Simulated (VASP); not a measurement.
Write the native input for VASP 6.6.1 that does the following.

```
Task                   : electric field gradients
Functional             : PBE
Potentials or basis    : VASP PAW PBE potentials, release 64 (B, P)
Cutoff                 : 520 eV
k mesh                 : 15 × 15 × 15
Occupations            : fermi-dirac, width 0.05 eV
Spin                   : no spin polarisation
Dipole correction      : no
Further INCAR settings : ALGO = Normal; EDIFF = 1e-08; NBANDS = 11
```

The structure of BP lies in POSCAR:

```
BP
1.0
    0.0000000000      2.2690000000      2.2916900000
    2.2690000000      0.0000000000      2.2916900000
    2.2690000000      2.2690000000      0.0000000000
B P
1 1
Direct
    0.0000000000      0.0000000000      0.0000000000
    0.7500000000      0.7500000000      0.7500000000
```

This cell differs from its parent crystal: zz strain of +1 %.

These files were run (other wordings do the same):

INCAR

```
SYSTEM = BP
  PREC = Accurate
  ENCUT = 520
  EDIFF = 1E-8
  ISMEAR = -1
  SIGMA = 0.05
  LREAL = .FALSE.
  LASPH = .TRUE.
  NELM = 100
  ALGO = Normal
  ISIF = 2
  LWAVE = .FALSE.
  LCHARG = .FALSE.
  GGA = PE
  LEFG = .TRUE.
  NBANDS = 11
```

KPOINTS

```
regular mesh
0
G
  15 15 15
  0 0 0
```

Potentials or basis: VASP PAW PBE potentials, release 64 (B, P).

Launch:

```console
$ cat potpaw_PBE.64/B/POTCAR potpaw_PBE.64/P/POTCAR > POTCAR
$ mpirun -np 1 vasp_std > vasp.out
```

Results of the run:

* Pressure: -0.7 GPa
* Band gap on the k mesh: 1.18 eV, indirect (least direct gap 3.34 eV)

Caveat: the cell differs from its parent crystal (zz strain of +1 %); without QUAD_EFG the Cq values of the log hold for a quadrupole moment of 1 mb, not for the nuclei.

Wall time 29 s on 1 thread of Intel(R) Xeon(R) Platinum 8488C (Sapphire Rapids), with other jobs on the host, peak memory 0.19 GiB.
